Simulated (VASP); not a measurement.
The system is BN.

```
B N
1.0
     0.00000    1.81300    1.81300
     1.81300    0.00000    1.81300
     1.81300    1.81300    0.00000
B N
1 1
Cartesian
  0.0000 0.0000 0.0000
  2.7195 2.7195 2.7195
```

Base run:

| Property | Result |
| --- | --- |
| Program | VASP 6.6.1 |
| Functional | r2SCAN |
| Potentials or basis | VASP PAW PBE potentials, release 64 (B_h, N_h) |
| Cutoff | 910 eV |
| k mesh | 12 × 12 × 12 |
| Occupations | gaussian, width 0.05 eV |
| Spin | no spin polarisation |

Its results: band gap on the k mesh 4.98 eV, indirect (least direct gap 9.50 eV); pressure -5.7 GPa.

The run is repeated on the same cell with these changes: potentials or basis from VASP PAW PBE potentials, release 64 (B_h, N_h) to VASP PAW PBE potentials, release 64 (B, N); cutoff from 910 eV to 520 eV. What comes out?

Band gap on the k mesh 4.96 eV, indirect (least direct gap 9.48 eV); pressure -4.1 GPa.

Caveats: the PAW data sets were made with another functional, which shifts forces and pressure a little; the cutoff is under 1.25 times the usual one of these potentials, so pressure, stress and relaxed cells hold a basis-set (Pulay) error (some runs).

A k mesh can miss the band edges.
